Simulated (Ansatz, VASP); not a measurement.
**One calculation of NaRePb2O6, two programs**

File POSCAR:

```
NaRePb2O6
1.0
    0.0000000000      3.9986475300      3.9986475300
    3.9986475300      0.0000000000      3.9986475300
    3.9986475300      3.9986475300      0.0000000000
Na Pb Re O
1 2 1 6
Direct
    0.5000000000      0.5000000000      0.5000000000
    0.2500000000      0.2500000000      0.2500000000
    0.7500000000      0.7500000000      0.7500000000
    0.0000000000      0.0000000000      0.0000000000
    0.7760000000      0.2240000000      0.2240000000
    0.2240000000      0.7760000000      0.2240000000
    0.2240000000      0.7760000000      0.7760000000
    0.7760000000      0.2240000000      0.7760000000
    0.2240000000      0.2240000000      0.7760000000
    0.7760000000      0.7760000000      0.2240000000
```

Contents of INCAR.step1:

```
ALGO = Normal
EDIFF = 1E-4
ENCUT = 520
GGA = PE
ISMEAR = -1
LASPH = T
LCHARG = F
LREAL = F
LWAVE = T
NBANDS = 50
NELM = 60
PREC = Accurate
SIGMA = 0.1
```

File INCAR.step2:

```
ALGO = Normal
EDIFF = 1E-6
ENCUT = 520
ISIF = 2
ISMEAR = -1
ISTART = 1
LASPH = T
LCHARG = T
LELF = T
LMIXTAU = T
LREAL = F
LVHAR = T
LWAVE = F
METAGGA = R2SCAN
NBANDS = 50
NELM = 60
PREC = Accurate
SIGMA = 0.1
```

Contents of KPOINTS:

```
k-points
0
Gamma
  6 6 6
```

Input for Ansatz:

```yaml
crystal:
  lattice:
    - [0.0, 3.99864753, 3.99864753]
    - [3.99864753, 0.0, 3.99864753]
    - [3.99864753, 3.99864753, 0.0]
  atoms:
    - { symbol: Na, position: [0.5, 0.5, 0.5] }
    - { symbol: Pb, position: [0.25, 0.25, 0.25] }
    - { symbol: Pb, position: [0.75, 0.75, 0.75] }
    - { symbol: Re, position: [0.0, 0.0, 0.0] }
    - { symbol: O, position: [0.776, 0.224, 0.224] }
    - { symbol: O, position: [0.224, 0.776, 0.224] }
    - { symbol: O, position: [0.224, 0.776, 0.776] }
    - { symbol: O, position: [0.776, 0.224, 0.776] }
    - { symbol: O, position: [0.224, 0.224, 0.776] }
    - { symbol: O, position: [0.776, 0.776, 0.224] }
  symmetry: { tolerance: 0.0003 }
kpoints:
  mp_grid: { grid: [6, 6, 6], shift: [0, 0, 0] }
  band_path:
    path:
      - [0.0, 0.0, 0.0]
      - [0.5, 0.0, 0.5]
      - [0.625, 0.25, 0.625]
      - [0.375, 0.375, 0.75]
      - [0.0, 0.0, 0.0]
      - [0.5, 0.5, 0.5]
      - [0.5, 0.25, 0.75]
      - [0.5, 0.0, 0.5]
    npoints: 8
magnetization:
  spin_polarized: false
scf:
  occupations: { method: fermi_dirac }
  lower_state_search: "off"
  max_iter: 200
hamiltonian:
  pseudopotentials: { kind: paw }
  xc: r2scan
basis:
  ecutwfc: 500
  fft_grid_basis: typed
output:
  forces: true
  stress: true
  eigenvalues: true
  bader: true
  populations: true
  elf: true
  write_potential: true
  volumetric_format: npy
  dos:
    e_range: [-12, 8]
    de: 0.05
    projected: { site_lists: { Na: [Na], O: [O], Pb: [Pb], Re: [Re] } }
checkpoint:
  read: saved_state
```

Alike in both runs: task single point; functional r2SCAN; k mesh 6 × 6 × 6; no spin polarisation.

```csv
,VASP,Ansatz
version,VASP 6.6.1,Ansatz 0.2.0
potentials or method,"VASP PAW PBE potentials, release 64 (Na_pv, Pb_d, Re, O), cutoff 520 eV",PAW plane waves
occupations,"fermi-dirac, width 0.1 eV",fermi-dirac
valence electrons in the cell,78,88
```

```tsv
	VASP	Ansatz	Ansatz less VASP
pressure (GPa)	20.4	18.0	-2.40
rms of the force components (eV/Å)	1.901	1.646	-0.2546
```

VASP's potentials were made for PBE, not for r2SCAN. Atom by atom the forces differ by 0.255 eV/Å (rms over components). VASP's potentials hold 78 valence electrons a cell and Ansatz's 88, so a difference there can come from the potentials and not from the codes.

Neither program's run includes spin-orbit coupling.
